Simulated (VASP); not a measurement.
## PbSe: single point with PBEsol

PbSe:

```
Pb Se
1.0
     0.00000    3.05191    3.05191
     3.05191    0.00000    3.05191
     3.05191    3.05191    0.00000
Pb Se
1 1
Direct
  0.00000 0.00000 0.00000
  0.50000 0.50000 0.50000
```

This cell differs from its parent crystal: volume scaled by 0.99.

```
Program             : VASP 6.6.1
Task                : single point
Functional          : PBEsol
Potentials or basis : VASP PAW PBE potentials, release 64 (Pb_d, Se)
Cutoff              : 520 eV
k mesh              : 7 × 7 × 7
Occupations         : fermi-dirac, width 0.02 eV
Spin                : no spin polarisation
```

```yaml
Pressure: -0.1 GPa
```

Levels at points of the mesh, in eV from the Fermi level:
```csv
k point,band 6,band 7,band 8,band 9,band 10,band 11,band 12,band 13,band 14,band 15
"(0.00, 0.00, 0.00)",-13.81,-6.44,-2.04,-2.04,-2.04,4.57,4.57,4.57,6.30,6.30
```

Wall time 13 s on 1 thread of AMD EPYC 7R13, with other jobs on the host, peak memory 0.18 GiB.

Caveat: this odd mesh misses L, where the gap lies, so gap, dielectric constants and Born charges aren't listed; the PAW data sets were made with another functional, which shifts forces and pressure a little; spin-orbit coupling is left out, which moves the levels of the heavy elements.
